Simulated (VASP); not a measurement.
# CoSi (P2_13) in VASP: notebook

CoSi is run at these levels: PBEsol; tasks: single point, relaxation of cell and atoms.

Everything below comes from runs of VASP 6.6.1. Logs are shortened: lines on timing, memory, paths and dates and some standing lists are left out, and cuts for length are marked.

**1. The cell of the first run**

It takes space group P2_13 (No. 198, cubic). Conventional cell: a = 4.388 Å, b = 4.388 Å, c = 4.388 Å, α = 90.00°, β = 90.00°, γ = 90.00°. Within 3.0 Å of Co (site symmetry 3) lie 7 Si at 2.30 to 2.41 Å and 6 Co at 2.70 Å. Within 3.0 Å of Si (site symmetry 3) lie 7 Co at 2.30 to 2.41 Å and 6 Si at 2.72 Å.

**2. Single point, PBEsol**

INCAR reads:

```
SYSTEM = CoSi
  ALGO = Normal
  EDIFF = 1E-7
  ENCUT = 520
  GGA = PS
  ISIF = 2
  ISMEAR = -1
  LASPH = .TRUE.
  LCHARG = .FALSE.
  LREAL = .FALSE.
  LWAVE = .FALSE.
  NBANDS = 36
  NELM = 80
  PREC = Accurate
  SIGMA = 0.15
```

KPOINTS reads:

```
k-points
0
G
  8 8 8
  0 0 0
```

POSCAR reads:

```
CoSi
1.0
    4.3878958441      0.0000000000      0.0000000000
    0.0000000000      4.3878958441      0.0000000000
    0.0000000000      0.0000000000      4.3878958441
Co Si
4 4
Direct
    0.1453757200      0.1453757200      0.1453757200
    0.3546242800      0.8546242800      0.6453757200
    0.6453757200      0.3546242800      0.8546242800
    0.8546242800      0.6453757200      0.3546242800
    0.8432734664      0.8432734664      0.8432734664
    0.6567265336      0.1567265336      0.3432734664
    0.3432734664      0.6567265336      0.1567265336
    0.1567265336      0.3432734664      0.6567265336
```

Potentials or basis: VASP PAW PBE potentials, release 64 (Co, Si).

Command:

```
> cat potpaw_PBE.64/Co/POTCAR potpaw_PBE.64/Si/POTCAR > POTCAR
> mpirun -np 1 vasp_std > vasp.out
```

OUTCAR:

```text
SYSTEM = CoSi
   EDIFF = 1E-7
   ENCUT = 520
   GGA = PS
   ISIF = 2
   ISMEAR = -1
   LASPH = .TRUE.
   LREAL = .FALSE.
   NELM = 80
   PREC = Accurate

 ion  position               nearest neighbor table
   1  0.145  0.145  0.145-   5 2.30   6 2.31   7 2.31   8 2.31   7 2.41   8 2.41   6 2.41   3 2.70
                             4 2.70   2 2.70   2 2.70   4 2.70   3 2.70
   2  0.355  0.855  0.645-   6 2.30   5 2.31   7 2.31   8 2.31   7 2.41   8 2.41   5 2.41   1 2.70
                             1 2.70   3 2.70   3 2.70   4 2.70   4 2.70
   3  0.645  0.355  0.855-   7 2.30   6 2.31   5 2.31   8 2.31   8 2.41   6 2.41   5 2.41   1 2.70
                             4 2.70   2 2.70   2 2.70   4 2.70   1 2.70
   4  0.855  0.645  0.355-   8 2.30   6 2.31   7 2.31   5 2.31   6 2.41   5 2.41   7 2.41   1 2.70
                             3 2.70   2 2.70   1 2.70   2 2.70   3 2.70
   5  0.843  0.843  0.843-   1 2.30   2 2.31   3 2.31   4 2.31   3 2.41   4 2.41   2 2.41   6 2.72
                             7 2.72   8 2.72   6 2.72   8 2.72   7 2.72
   6  0.657  0.157  0.343-   2 2.30   1 2.31   3 2.31   4 2.31   3 2.41   4 2.41   1 2.41   8 2.72
                             5 2.72   5 2.72   7 2.72   7 2.72   8 2.72
   7  0.343  0.657  0.157-   3 2.30   2 2.31   1 2.31   4 2.31   4 2.41   2 2.41   1 2.41   8 2.72
                             5 2.72   8 2.72   6 2.72   6 2.72   5 2.72
   8  0.157  0.343  0.657-   4 2.30   2 2.31   3 2.31   1 2.31   2 2.41   1 2.41   3 2.41   7 2.72
                             5 2.72   7 2.72   5 2.72   6 2.72   6 2.72

  LATTYP: Found a simple cubic cell.
 ALAT       =     4.3878958441

  Lattice vectors:

 A1 = (   4.3878958441,   0.0000000000,   0.0000000000)
 A2 = (   0.0000000000,   4.3878958441,   0.0000000000)
 A3 = (   0.0000000000,   0.0000000000,   4.3878958441)

Analysis of symmetry for initial positions (statically):
=====================================================================
 Subroutine PRICEL returns:
 Original cell was already a primitive cell.

 Routine SETGRP: Setting up the symmetry group for a
 simple cubic supercell.

 Subroutine GETGRP returns: Found 12 space group operations
 (whereof  3 operations were pure point group operations)
 out of a pool of 48 trial point group operations.

The static configuration has the point symmetry C_3 .
 The point group associated with its full space group is T   .

Analysis of symmetry for dynamics (positions and initial velocities):
=====================================================================
 Subroutine PRICEL returns:
 Original cell was already a primitive cell.

 Routine SETGRP: Setting up the symmetry group for a
 simple cubic supercell.

 Subroutine GETGRP returns: Found 12 space group operations
 (whereof  3 operations were pure point group operations)
 out of a pool of 48 trial point group operations.

The dynamic configuration has the point symmetry C_3 .
 The point group associated with its full space group is T   .

 Subroutine INISYM returns: Found 12 space group operations
 (whereof  3 operations are pure point group operations),
 and found     1 'primitive' translations

----------------------------------------------------------------------------------------

                                     Primitive cell

  volume of cell :      84.4829

  direct lattice vectors                    reciprocal lattice vectors
     4.387895844  0.000000000  0.000000000     0.227899667  0.000000000  0.000000000
     0.000000000  4.387895844  0.000000000     0.000000000  0.227899667  0.000000000
     0.000000000  0.000000000  4.387895844     0.000000000  0.000000000  0.227899667

  length of vectors
     4.387895844  4.387895844  4.387895844     0.227899667  0.227899667  0.227899667

  position of ions in fractional coordinates (direct lattice)
     0.145375720  0.145375720  0.145375720
     0.354624280  0.854624280  0.645375720
     0.645375720  0.354624280  0.854624280
     0.854624280  0.645375720  0.354624280
     0.843273466  0.843273466  0.843273466
     0.656726534  0.156726534  0.343273466
     0.343273466  0.656726534  0.156726534
     0.156726534  0.343273466  0.656726534

  ion indices of the primitive-cell ions
   primitive index   ion index
                 1           1
                 2           2
                 3           3
                 4           4
                 5           5
                 6           6
                 7           7
                 8           8

----------------------------------------------------------------------------------------

 KPOINTS: k-points

Automatic generation of k-mesh.
 Grid dimensions read from file:
 generate k-points for:    8    8    8

 Generating k-lattice:

  Cartesian coordinates                     Fractional coordinates (reciprocal lattice)
     0.028487458  0.000000000  0.000000000     0.125000000  0.000000000  0.000000000
     0.000000000  0.028487458  0.000000000     0.000000000  0.125000000  0.000000000
     0.000000000  0.000000000  0.028487458     0.000000000  0.000000000  0.125000000

  Length of vectors
     0.028487458  0.028487458  0.028487458

  Shift w.r.t. Gamma in fractional coordinates (k-lattice)
     0.000000000  0.000000000  0.000000000

 Subroutine IBZKPT returns following result:
 ===========================================

 Found     45 irreducible k-points:

 Following reciprocal coordinates:
            Coordinates               Weight
  0.000000  0.000000  0.000000      1.000000
  0.125000  0.000000  0.000000      6.000000
  0.250000  0.000000  0.000000      6.000000
  0.375000  0.000000  0.000000      6.000000
  0.500000  0.000000  0.000000      3.000000
  0.125000  0.125000  0.000000     12.000000
[... 16 lines left out ...]
  0.250000  0.125000  0.125000     24.000000
  0.375000  0.125000  0.125000     24.000000
 [... further k-points ...]
   k-points           NKPTS =     45   k-points in BZ     NKDIM =     45   number of bands    NBANDS=     36
   number of dos      NEDOS =    301   number of ions     NIONS =      8
   total plane-waves  NPLWV =  46656
   dimension x,y,z NGX =    36 NGY =   36 NGZ =   36
   dimension x,y,z NGXF=    72 NGYF=   72 NGZF=   72
   ions per type =               4   4
   NGX,Y,Z   is equivalent  to a cutoff of  13.64, 13.64, 13.64 a.u.
   NGXF,Y,Z  is equivalent  to a cutoff of  27.28, 27.28, 27.28 a.u.
 SYSTEM =  CoSi
   PREC   = accura    normal or accurate (medium, high low for compatibility)
   ISTART =      0    job   : 0-new  1-cont  2-samecut
   ICHARG =      2    charge: 1-file 2-atom 10-const
   ISPIN  =      1    spin polarized calculation?
   LNONCOLLINEAR =      F non collinear calculations
   LSORBIT =      F    spin-orbit coupling
   LASPH  =      T    aspherical Exc in radial PAW
   ENCUT  =  520.0 eV  38.22 Ry    6.18 a.u.   8.16  8.16  8.16*2*pi/ulx,y,z
   NELM   =     80;   NELMIN=  2; NELMDL= -5     # of ELM steps
   EDIFF  = 0.1E-06   stopping-criterion for ELM
   LREAL  =      F    real-space projection
   EDIFFG = 0.1E-05   stopping-criterion for IOM
   NSW    =      0    number of steps for IOM
   IBRION =     -1    ionic relax: 0-MD 1-quasi-New 2-CG
   NFREE  =      0    steps in history (QN), initial steepest desc. (CG)
   ISIF   =      2    stress and relaxation
   ISYM   =      2    0-nonsym 1-usesym 2-fastsym
   POTIM  = 0.5000    time-step for ionic-motion
   TEBEG  =    0.0;   TEEND  =   0.0 temperature during run
   PSTRESS=    0.0 pullay stress
   NELECT =      52.0000    total number of electrons
   NUPDOWN=      -1.0000    fix difference up-down
   EMIN   =  10.00;   EMAX   =-10.00  energy-range for DOS
   EFERMI =   0.00;   METHOD = LEGACY
   ISMEAR =    -1;   SIGMA  =   0.15  broadening in eV -4-tet -1-fermi 0-gaus
   EFERMI_NEDOS =   21; number of points for ismear=-14 and -15
   IALGO  =     38    algorithm
   IMIX   =      4    mixing-type and parameters
     AMIX     =   0.40;   BMIX     =  1.00
     AMIX_MAG =   1.60;   BMIX_MAG =  1.00
  volume/ion in A,a.u.               =      10.56        71.26
  Fermi-wavevector in a.u.,A,eV,Ry     =   1.392578  2.631591 26.385430  1.939274
  Thomas-Fermi vector in A             =   2.516308
   LORBIT       =      0    0 simple, 1 ext, 2 COOP (PROOUT), +10 PAW based schemes
   GGA     = PS    functional components
   LHFCALC =     F    Hartree Fock is set to
   AEXX    =    0.0000 exact exchange contribution
   IVDW    =     0    specifies the selected vdW correction
   LEPSILON=     F    determine dielectric tensor
   LRPA    =     F    only Hartree local field effects (RPA)
 non-spin polarized calculation
  energy-cutoff  :      520.00
  volume of cell :       84.48
 maximum number of plane-waves:      2301
 NGX is ok and might be reduce to    36
   NGX = 17   NGY = 17   NGZ = 17

 number of electron      51.9999988 magnetization

 Free energy of the ion-electron system (eV)
  ---------------------------------------------------
  ext. energy  EPLUGINS =         0.00000000
  ---------------------------------------------------
  free energy    TOTEN  =       -59.90436415 eV

  energy without entropy =      -59.70017938  energy(sigma->0) =      -59.80227177

 E-fermi :  12.5899     XC(G=0): -13.1221

 val. band max:       12.4457769255   @ k =   0.5000   0.5000   0.3750
 cond. band min:      12.5906424197   @ k =   0.3750   0.3750   0.3750
 fundamental gap:      0.1448654942
 Fermi energy:        12.5899301151

 k-point     1 :       0.0000    0.0000    0.0000
  band No.  band energies     occupation
      1      -1.4644      2.00000
      2       4.1441      2.00000
      3       4.1441      2.00000
      4       4.1441      2.00000
      5       6.8195      2.00000
      6       6.8195      2.00000
[... 28 lines left out ...]
     35      16.1460      0.00000
     36      17.3898      0.00000

 k-point     2 :       0.1250    0.0000    0.0000
  band No.  band energies     occupation
      1      -1.3452      2.00000
      2       3.3400      2.00000
      3       4.2187      2.00000
      4       4.7203      2.00000
      5       6.3782      2.00000
      6       6.8907      2.00000
[... 28 lines left out ...]
     35      16.5916      0.00000
     36      17.8562      0.00000

 k-point     3 :       0.2500    0.0000    0.0000
  band No.  band energies     occupation
      1      -0.9912      2.00000
      2       2.3398      2.00000
      3       4.4364      2.00000
      4       5.1839      2.00000
      5       6.1692      2.00000
      6       7.0451      2.00000
[... 28 lines left out ...]
     35      17.2568      0.00000
     36      17.9897      0.00000

 k-point     4 :       0.3750    0.0000    0.0000
  band No.  band energies     occupation
      1      -0.4139      2.00000
      2       1.3061      2.00000
      3       4.7763      2.00000
      4       5.4446      2.00000
      5       6.1500      2.00000
      6       6.9882      2.00000
[... 28 lines left out ...]
     35      17.3595      0.00000
     36      18.2041      0.00000

 k-point     5 :       0.5000    0.0000    0.0000
  band No.  band energies     occupation
      1       0.3648      2.00000
      2       0.3648      2.00000
      3       5.1818      2.00000
      4       5.1818      2.00000
      5       6.5455      2.00000
      6       6.5455      2.00000
[... 655 lines left out ...]
 k-point    22 :       0.1250    0.1250    0.1250
  band No.  band energies     occupation
      1      -1.1085      2.00000
      2       3.0954      2.00000
      3       3.7526      2.00000
      4       4.9474      2.00000
      5       6.3743      2.00000
      6       7.0772      2.00000
[... 28 lines left out ...]
     35      17.3309      0.00000
     36      17.3986      0.00000

 k-point    23 :       0.2500    0.1250    0.1250
  band No.  band energies     occupation
      1      -0.7581      2.00000
      2       2.4492      2.00000
      3       3.7990      2.00000
      4       5.0675      2.00000
      5       6.2294      2.00000
      6       6.9115      2.00000
[... 28 lines left out ...]
     35      17.0991      0.00000
     36      17.6822      0.00000

 k-point    24 :       0.3750    0.1250    0.1250
  band No.  band energies     occupation
      1      -0.1875      2.00000
      2       1.4941      2.00000
      3       4.1673      2.00000
      4       5.1331      2.00000
      5       5.9247      2.00000
      6       6.6843      2.00000
[... 28 lines left out ...]
     35      17.3920      0.00000
     36      18.2779      0.00000

 [... further k-points ...]
[... 5 lines left out ...]
  --------------------------------------------------------------------------------------
  -------------------------------------------------------------------------------------
  Total        0.1128134      0.1128134      0.1128134      0.0000000      0.0000000      0.0000000
  in kB        2.1394502      2.1394502      2.1394502      0.0000000      0.0000000      0.0000000
  external PRESSURE =       2.1394502 kB  Pullay stress =       0.0000000 kB

 VOLUME and BASIS-vectors are now :
 -----------------------------------------------------------------------------
  energy-cutoff  :      520.00
  volume of cell :       84.48
      direct lattice vectors                 reciprocal lattice vectors
     4.387895844  0.000000000  0.000000000     0.227899667  0.000000000  0.000000000
     0.000000000  4.387895844  0.000000000     0.000000000  0.227899667  0.000000000
     0.000000000  0.000000000  4.387895844     0.000000000  0.000000000  0.227899667

 POSITION                                       TOTAL-FORCE (eV/Angst)
 -----------------------------------------------------------------------------------
      0.63789      0.63789      0.63789         0.005102      0.005102      0.005102
      1.55605      3.75000      2.83184        -0.005102     -0.005102      0.005102
      2.83184      1.55605      3.75000         0.005102     -0.005102     -0.005102
      3.75000      2.83184      1.55605        -0.005102      0.005102     -0.005102
      3.70020      3.70020      3.70020         0.002091      0.002091      0.002091
      2.88165      0.68770      1.50625        -0.002091     -0.002091      0.002091
      1.50625      2.88165      0.68770         0.002091     -0.002091     -0.002091
      0.68770      1.50625      2.88165        -0.002091      0.002091     -0.002091
 -----------------------------------------------------------------------------------
    total drift:                                0.000000      0.000000      0.000000

  FREE ENERGIE OF THE ION-ELECTRON SYSTEM (eV)
  ---------------------------------------------------
  free  energy   TOTEN  =       -59.9043641550 eV

  energy  without entropy=      -59.7001793781  energy(sigma->0) =      -59.80227177
```

It took 59 s on 1 thread of Intel Xeon 6975P-C (Granite Rapids), shared host; peak memory 0.26 GiB.

Results:

* Free energy: -59.9044 eV
* Pressure: 0.2 GPa
* Largest force: 0.009 eV/Å
* Band gap on the k mesh: zero (bands 26 and 27 overlap by 0.22 eV)

Forces on the atoms (eV/Å):
```
Co   0.005  0.005  0.005
Co  -0.005 -0.005  0.005
Co   0.005 -0.005 -0.005
Co  -0.005  0.005 -0.005
Si   0.002  0.002  0.002
Si  -0.002 -0.002  0.002
Si   0.002 -0.002 -0.002
Si  -0.002  0.002 -0.002
```

Caveat: the PAW data sets were made with another functional, which shifts forces and pressure a little; the run has no spin polarisation, though such a crystal can be magnetic. Spin polarisation is off, so any magnetic state and its effect on volume and gap are missing.

[end of part 1 of 2]
